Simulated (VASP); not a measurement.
# Al2BAs3 (P6_3mc) in VASP: relaxation of cell and atoms with PBE

Aim: the relaxation of cell and atoms of Al2BAs3 with PBE.

All numbers are computed with VASP 6.6.1; they aren't measurements. Logs are shortened: lines on timing, memory, paths and dates and some standing lists are left out, and cuts for length are marked.

**1. The cell of the first run**

It takes space group P6_3mc (No. 186, hexagonal). The conventional cell has a = 3.823 Å, b = 3.823 Å, c = 19.236 Å, α = 90.00°, β = 90.00°, γ = 120.00°. Within 3.2 Å of Al (site symmetry 3m) lie 4 As at 2.40 to 2.49 Å. Al (site symmetry 3m) has 4 As at 2.40 to 2.45 Å within 3.2 Å. B (site symmetry 3m) has 4 As at 2.10 to 2.30 Å within 2.8 Å. As (site symmetry 3m) has 3 B at 2.30 Å and 1 Al at 2.49 Å within 3.0 Å. Within 3.2 Å of As (site symmetry 3m) lie 4 Al at 2.40 to 2.45 Å. As (site symmetry 3m) has 1 B at 2.10 Å and 3 Al at 2.40 Å within 2.8 Å.

**2. Relaxation of cell and atoms, PBE**

Contents of INCAR:

```
SYSTEM = Al2BAs3
  PREC = Accurate
  ENCUT = 600
  EDIFF = 1E-6
  ISMEAR = 0
  SIGMA = 0.01
  LREAL = .FALSE.
  LASPH = .TRUE.
  NELM = 60
  ALGO = Normal
  ISIF = 3
  LWAVE = .FALSE.
  LCHARG = .FALSE.
  GGA = PE
  IBRION = 2
  NSW = 100
  EDIFFG = -0.01
```

Contents of KPOINTS:

```
regular mesh
0
G
  12 12 2
  0 0 0
```

Contents of POSCAR:

```
Al2BAs3
1.0
    3.8231395086      0.0000000000      0.0000000000
   -1.9115697543      3.3109359367      0.0000000000
    0.0000000000      0.0000000000     19.2359405750
Al B As
4 2 6
Direct
    0.3333333333      0.6666666667      0.0058796821
    0.3333333333      0.6666666667      0.3288548891
    0.6666666667      0.3333333333      0.5058796821
    0.6666666667      0.3333333333      0.8288548891
    0.3333333333      0.6666666667      0.6699949038
    0.6666666667      0.3333333333      0.1699949038
    0.3333333333      0.6666666667      0.1355761558
    0.3333333333      0.6666666667      0.4564556157
    0.3333333333      0.6666666667      0.7792387636
    0.6666666667      0.3333333333      0.2792387636
    0.6666666667      0.3333333333      0.6355761558
    0.6666666667      0.3333333333      0.9564556157
```

Potentials or basis: VASP PAW PBE potentials, release 64 (Al, B, As).

On the command line:

```
cat potpaw_PBE.64/Al/POTCAR potpaw_PBE.64/B/POTCAR potpaw_PBE.64/As/POTCAR > POTCAR
mpirun -np 1 vasp_std > vasp.out
```

OUTCAR:

```text
SYSTEM = Al2BAs3
   PREC = Accurate
   ENCUT = 600
   EDIFF = 1E-6
   ISMEAR = 0
   LREAL = .FALSE.
   LASPH = .TRUE.
   NELM = 60
   ISIF = 3
   GGA = PE
   IBRION = 2
   NSW = 100
   EDIFFG = -0.01

 ion  position               nearest neighbor table
   1  0.333  0.667  0.006-  12 2.40  12 2.40  12 2.40   7 2.49
   2  0.333  0.667  0.329-  10 2.40  10 2.40  10 2.40   8 2.45
   3  0.667  0.333  0.506-   8 2.40   8 2.40   8 2.40  11 2.49
   4  0.667  0.333  0.829-   9 2.40   9 2.40   9 2.40  12 2.45
   5  0.333  0.667  0.670-   9 2.10  11 2.30  11 2.30  11 2.30
   6  0.667  0.333  0.170-  10 2.10   7 2.30   7 2.30   7 2.30
   7  0.333  0.667  0.136-   6 2.30   6 2.30   6 2.30   1 2.49
   8  0.333  0.667  0.456-   3 2.40   3 2.40   3 2.40   2 2.45
   9  0.333  0.667  0.779-   5 2.10   4 2.40   4 2.40   4 2.40
  10  0.667  0.333  0.279-   6 2.10   2 2.40   2 2.40   2 2.40
  11  0.667  0.333  0.636-   5 2.30   5 2.30   5 2.30   3 2.49
  12  0.667  0.333  0.956-   1 2.40   1 2.40   1 2.40   4 2.45

  LATTYP: Found a hexagonal cell.
 ALAT       =     3.8231395086
 C/A-ratio  =     5.0314513848

  Lattice vectors:

 A1 = (   3.8231395086,   0.0000000000,   0.0000000000)
 A2 = (  -1.9115697543,   3.3109359367,   0.0000000000)
 A3 = (   0.0000000000,   0.0000000000,  19.2359405750)

Analysis of symmetry for initial positions (statically):
=====================================================================
 Subroutine PRICEL returns:
 Original cell was already a primitive cell.

 Routine SETGRP: Setting up the symmetry group for a
 hexagonal supercell.

 Subroutine GETGRP returns: Found 12 space group operations
 (whereof  6 operations were pure point group operations)
 out of a pool of 24 trial point group operations.

The static configuration has the point symmetry C_3v.
 The point group associated with its full space group is C_6v.

Analysis of symmetry for dynamics (positions and initial velocities):
=====================================================================
 Subroutine PRICEL returns:
 Original cell was already a primitive cell.

 Routine SETGRP: Setting up the symmetry group for a
 hexagonal supercell.

 Subroutine GETGRP returns: Found 12 space group operations
 (whereof  6 operations were pure point group operations)
 out of a pool of 24 trial point group operations.

The dynamic configuration has the point symmetry C_3v.
 The point group associated with its full space group is C_6v.

 Subroutine INISYM returns: Found 12 space group operations
 (whereof  6 operations are pure point group operations),
 and found     1 'primitive' translations

----------------------------------------------------------------------------------------

                                     Primitive cell

  volume of cell :     243.4918

  direct lattice vectors                    reciprocal lattice vectors
     3.823139509  0.000000000  0.000000000     0.261565135  0.151014701  0.000000000
    -1.911569754  3.310935937  0.000000000     0.000000000  0.302029402  0.000000000
     0.000000000  0.000000000 19.235940575     0.000000000  0.000000000  0.051986020

  length of vectors
     3.823139509  3.823139509 19.235940575     0.302029402  0.302029402  0.051986020

  position of ions in fractional coordinates (direct lattice)
     0.333333333  0.666666667  0.005879682
     0.333333333  0.666666667  0.328854889
     0.666666667  0.333333333  0.505879682
     0.666666667  0.333333333  0.828854889
     0.333333333  0.666666667  0.669994904
     0.666666667  0.333333333  0.169994904
     0.333333333  0.666666667  0.135576156
     0.333333333  0.666666667  0.456455616
     0.333333333  0.666666667  0.779238764
     0.666666667  0.333333333  0.279238764
     0.666666667  0.333333333  0.635576156
     0.666666667  0.333333333  0.956455616

  ion indices of the primitive-cell ions
   primitive index   ion index
                 1           1
                 2           2
                 3           3
                 4           4
                 5           5
                 6           6
                 7           7
                 8           8
                 9           9
                10          10
                11          11
                12          12

----------------------------------------------------------------------------------------

 KPOINTS: regular mesh

Automatic generation of k-mesh.
 Grid dimensions read from file:
 generate k-points for:   12   12    2

 Generating k-lattice:

  Cartesian coordinates                     Fractional coordinates (reciprocal lattice)
     0.021797095  0.012584558  0.000000000     0.083333333  0.000000000  0.000000000
     0.000000000  0.025169117  0.000000000     0.000000000  0.083333333  0.000000000
     0.000000000  0.000000000  0.025993010     0.000000000  0.000000000  0.500000000

  Length of vectors
     0.025169117  0.025169117  0.025993010

  Shift w.r.t. Gamma in fractional coordinates (k-lattice)
     0.000000000  0.000000000  0.000000000

 Subroutine IBZKPT returns following result:
 ===========================================

 Found     38 irreducible k-points:

 Following reciprocal coordinates:
            Coordinates               Weight
  0.000000  0.000000  0.000000      1.000000
  0.083333 -0.000000  0.000000      6.000000
  0.166667 -0.000000  0.000000      6.000000
  0.250000 -0.000000  0.000000      6.000000
  0.333333  0.000000  0.000000      6.000000
  0.416667  0.000000  0.000000      6.000000
[... 16 lines left out ...]
  0.250000 -0.000000  0.500000      6.000000
  0.333333  0.000000  0.500000      6.000000
 [... further k-points ...]
   k-points           NKPTS =     38   k-points in BZ     NKDIM =     38   number of bands    NBANDS=     31
   number of dos      NEDOS =    301   number of ions     NIONS =     12
   total plane-waves  NPLWV = 163840
   dimension x,y,z NGX =    32 NGY =   32 NGZ =  160
   dimension x,y,z NGXF=    64 NGYF=   64 NGZF=  320
   ions per type =               4   2   6
   NGX,Y,Z   is equivalent  to a cutoff of  13.91, 13.91, 13.83 a.u.
   NGXF,Y,Z  is equivalent  to a cutoff of  27.83, 27.83, 27.66 a.u.
 SYSTEM =  Al2BAs3
   PREC   = accura    normal or accurate (medium, high low for compatibility)
   ISTART =      0    job   : 0-new  1-cont  2-samecut
   ICHARG =      2    charge: 1-file 2-atom 10-const
   ISPIN  =      1    spin polarized calculation?
   LNONCOLLINEAR =      F non collinear calculations
   LSORBIT =      F    spin-orbit coupling
   LASPH  =      T    aspherical Exc in radial PAW
   ENCUT  =  600.0 eV  44.10 Ry    6.64 a.u.   7.64  7.64 38.42*2*pi/ulx,y,z
   NELM   =     60;   NELMIN=  2; NELMDL= -5     # of ELM steps
   EDIFF  = 0.1E-05   stopping-criterion for ELM
   LREAL  =      F    real-space projection
   EDIFFG = -.1E-01   stopping-criterion for IOM
   NSW    =    100    number of steps for IOM
   IBRION =      2    ionic relax: 0-MD 1-quasi-New 2-CG
   NFREE  =      1    steps in history (QN), initial steepest desc. (CG)
   ISIF   =      3    stress and relaxation
   ISYM   =      2    0-nonsym 1-usesym 2-fastsym
   POTIM  = 0.5000    time-step for ionic-motion
   TEBEG  =    0.0;   TEEND  =   0.0 temperature during run
   PSTRESS=    0.0 pullay stress
   NELECT =      48.0000    total number of electrons
   NUPDOWN=      -1.0000    fix difference up-down
   EMIN   =  10.00;   EMAX   =-10.00  energy-range for DOS
   EFERMI =   0.00;   METHOD = LEGACY
   ISMEAR =     0;   SIGMA  =   0.01  broadening in eV -4-tet -1-fermi 0-gaus
   EFERMI_NEDOS =   21; number of points for ismear=-14 and -15
   IALGO  =     38    algorithm
   IMIX   =      4    mixing-type and parameters
     AMIX     =   0.40;   BMIX     =  1.00
     AMIX_MAG =   1.60;   BMIX_MAG =  1.00
  volume/ion in A,a.u.               =      20.29       136.93
  Fermi-wavevector in a.u.,A,eV,Ry     =   0.952783  1.800498 12.351295  0.907795
  Thomas-Fermi vector in A             =   2.081377
   LORBIT       =      0    0 simple, 1 ext, 2 COOP (PROOUT), +10 PAW based schemes
   GGA     = PE    functional components
   LHFCALC =     F    Hartree Fock is set to
   AEXX    =    0.0000 exact exchange contribution
   IVDW    =     0    specifies the selected vdW correction
   LEPSILON=     F    determine dielectric tensor
   LRPA    =     F    only Hartree local field effects (RPA)
 conjugate gradient relaxation of ions
 non-spin polarized calculation
 Gauss-broadening in eV      SIGMA  =   0.01
  energy-cutoff  :      600.00
  volume of cell :      243.49
 maximum number of plane-waves:      8200
 NGX is ok and might be reduce to    32
   NGX = 15   NGY = 15   NGZ = 77

--------------------------------------- Ionic step        1  -------------------------------------------

 number of electron      47.9999999 magnetization

 Free energy of the ion-electron system (eV)
  ---------------------------------------------------
  ext. energy  EPLUGINS =         0.00000000
  ---------------------------------------------------
  free energy    TOTEN  =       -57.85262225 eV

  energy without entropy =      -57.85262225  energy(sigma->0) =      -57.85262225

------------------------ aborting loop because EDIFF is reached ----------------------------------------

  FORCE on cell =-STRESS in cart. coord.  units (eV):
  Direction    XX          YY          ZZ          XY          YZ          ZX
  --------------------------------------------------------------------------------------
  -------------------------------------------------------------------------------------
  Total        0.2487072      0.2487072      0.7677941      0.0000000      0.0000000      0.0000000
  in kB        1.6364944      1.6364944      5.0520892      0.0000000      0.0000000      0.0000000
  external PRESSURE =       2.7750260 kB  Pullay stress =       0.0000000 kB
[... 215 lines left out ...]
  energy  without entropy=      -57.8535809316  energy(sigma->0) =      -57.85358093

--------------------------------------- Ionic step        6  -------------------------------------------

 number of electron      47.9999999 magnetization

 Free energy of the ion-electron system (eV)
  ---------------------------------------------------
  ext. energy  EPLUGINS =         0.00000000
  ---------------------------------------------------
  free energy    TOTEN  =       -57.85360584 eV

  energy without entropy =      -57.85360584  energy(sigma->0) =      -57.85360584

 E-fermi :   4.6214     XC(G=0):  -9.2943

 val. band max:        4.5308711885   @ k =   0.0000   0.0000   0.0000
 cond. band min:       4.7030819590   @ k =   0.0000   0.0000   0.0000
 fundamental gap:      0.1722107705
 Fermi energy:         4.6214260849

 k-point     1 :       0.0000    0.0000    0.0000
  band No.  band energies     occupation
      1      -8.5702      2.00000
      2      -8.4809      2.00000
      3      -7.8290      2.00000
      4      -7.4285      2.00000
      5      -7.1114      2.00000
      6      -6.7079      2.00000
[... 805 lines left out ...]
     30       6.9442      0.00000
     31       7.7598      0.00000

 [... further k-points ...]

------------------------ aborting loop because EDIFF is reached ----------------------------------------

  FORCE on cell =-STRESS in cart. coord.  units (eV):
  Direction    XX          YY          ZZ          XY          YZ          ZX
  --------------------------------------------------------------------------------------
  -------------------------------------------------------------------------------------
  Total       -0.0218815     -0.0218815     -0.0028759      0.0000000      0.0000000      0.0000000
  in kB       -0.1434808     -0.1434808     -0.0188577      0.0000000      0.0000000      0.0000000
  external PRESSURE =      -0.1019398 kB  Pullay stress =       0.0000000 kB
[... 27 lines left out ...]
  FREE ENERGIE OF THE ION-ELECTRON SYSTEM (eV)
  ---------------------------------------------------
  free  energy   TOTEN  =       -57.8536058414 eV

  energy  without entropy=      -57.8536058414  energy(sigma->0) =      -57.85360584

 reached required accuracy - stopping structural energy minimisation
```

Wall time 22 min (1 thread of Oxide Virtual Turin-like, shared host); peak memory 0.6 GiB.

Results:

```
Free energy                           : -57.8536 eV
Relaxed volume                        : 20.36 Å³/atom
Relaxed cell                          : a = 3.826 Å, b = 3.826 Å, c = 19.278 Å, α = 90.00°, β = 90.00°, γ = 120.00°
Space group after relaxing (to 0.1 Å) : P6_3mc (No. 186)
Energy gained by relaxing             : 0.1 meV/atom
Ionic steps                           : 6
Pressure after relaxing               : 0.0 GPa
Band gap on the k mesh                : 0.17 eV
```

Forces in eV/Å, atoms in the order of the input:
```
Al   0.000  0.000  0.000
Al   0.000  0.000  0.002
Al   0.000  0.000  0.000
Al   0.000  0.000  0.002
B    0.000  0.000  0.000
B    0.000  0.000  0.000
As   0.000  0.000 -0.002
As   0.000  0.000  0.001
As   0.000  0.000 -0.001
As   0.000  0.000 -0.001
As   0.000  0.000 -0.002
As   0.000  0.000  0.001
```

Step by step:
| step | energy change (eV) | largest force (eV/Å) | pressure (GPa) | volume (Å³) |
| --- | --- | --- | --- | --- |
| 1 | 0.0000 | 0.0238 | 0.28 | 243.49 |
| 2 | -0.0007 | 0.0272 | -0.14 | 244.73 |
| 3 | -0.0010 | 0.0156 | 0.00 | 244.29 |
| 4 | -0.0010 | 0.0155 | 0.00 | 244.31 |
| 5 | -0.0010 | 0.0155 | 0.00 | 244.33 |
| 6 | -0.0010 | 0.0024 | -0.01 | 244.34 |

Final structure:
```
Al B As
1.0
     3.82563    0.00000    0.00000
    -1.91282    3.31310    0.00000
     0.00000    0.00000   19.27775
Al B As
4 2 6
Direct
  0.33333 0.66667 0.00589
  0.33333 0.66667 0.32886
  0.66667 0.33333 0.50589
  0.66667 0.33333 0.82886
  0.33333 0.66667 0.66999
  0.66667 0.33333 0.16999
  0.33333 0.66667 0.13551
  0.33333 0.66667 0.45649
  0.33333 0.66667 0.77926
  0.66667 0.33333 0.27926
  0.66667 0.33333 0.63552
  0.66667 0.33333 0.95649
```

Caveat: semilocal functionals underestimate gaps, and a narrow one can read as zero.
